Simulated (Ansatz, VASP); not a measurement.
**Re in VASP and in Ansatz**

Contents of INCAR:

```
SYSTEM = Re
ALGO = Normal ; EDIFF = 1E-6
ENCUT = 520 ; GGA = PE
ISIF = 2 ; ISMEAR = -1
LASPH = .True. ; LCHARG = .False.
LREAL = .False. ; LWAVE = .False.
NBANDS = 22 ; NELM = 100
PREC = Accurate ; SIGMA = 0.01
```

File KPOINTS:

```
k-points
0
Gamma
  10 10 3
  0 0 0
```

POSCAR

```
Re
1.0
    2.7663870000      0.0000000000      0.0000000000
   -1.3831940000      2.3957620000      0.0000000000
    0.0000000000      0.0000000000      8.9388450000
Re
4
Direct
    0.0000000000      0.0000000000      0.0000000000
    0.3333333333      0.6666666667      0.2500000000
    0.0000000000      0.0000000000      0.5000000000
    0.6666666667      0.3333333333      0.7500000000
```

Input for Ansatz:

```yaml
crystal:
  lattice:
    - [2.766387, 0.0, 0.0]
    - [-1.383194, 2.395762, 0.0]
    - [0.0, 0.0, 8.938845]
  atoms:
    - { symbol: Re, position: [0.0, 0.0, 0.0] }
    - { symbol: Re, position: [0.3333333333333333, 0.6666666666666666, 0.25] }
    - { symbol: Re, position: [0.0, 0.0, 0.5] }
    - { symbol: Re, position: [0.6666666666666666, 0.3333333333333333, 0.75] }
basis:
  ecutwfc: 639.467576780718
kpoints:
  mp_grid:
    grid: [10, 10, 3]
hamiltonian:
  xc: pbe
  pseudopotentials:
    kind: paw
scf:
  convergence:
    dr2_threshold: 1.0e-06
  occupations:
    method: fermi_dirac
    width: 0.01
output:
  stress: true
```

Alike in both runs: task single point; functional PBE; k mesh 10 × 10 × 3; occupations fermi-dirac, width 0.01 eV; no spin polarisation.

|  | VASP | Ansatz |
| --- | --- | --- |
| version | VASP 6.6.1 | Ansatz 0.2.0 |
| potentials or method | VASP PAW PBE potentials, release 64 (Re), cutoff 520 eV | plane waves, PAW |
| valence electrons in the cell | 28 | 60 |

```csv
,VASP,Ansatz,Ansatz less VASP
pressure (GPa),2.7,3.1,+0.38
"traceless stress, the component that is largest in VASP (GPa)",-0.68,-0.67,+0.004
```

The functional is the same, so the differences come from potentials, cutoffs and numerics. VASP's potentials hold 28 valence electrons a cell and Ansatz's 60, so a difference there can come from the potentials and not from the codes. Ansatz's warnings: stress scf threshold loose.

Spin-orbit coupling is off throughout.
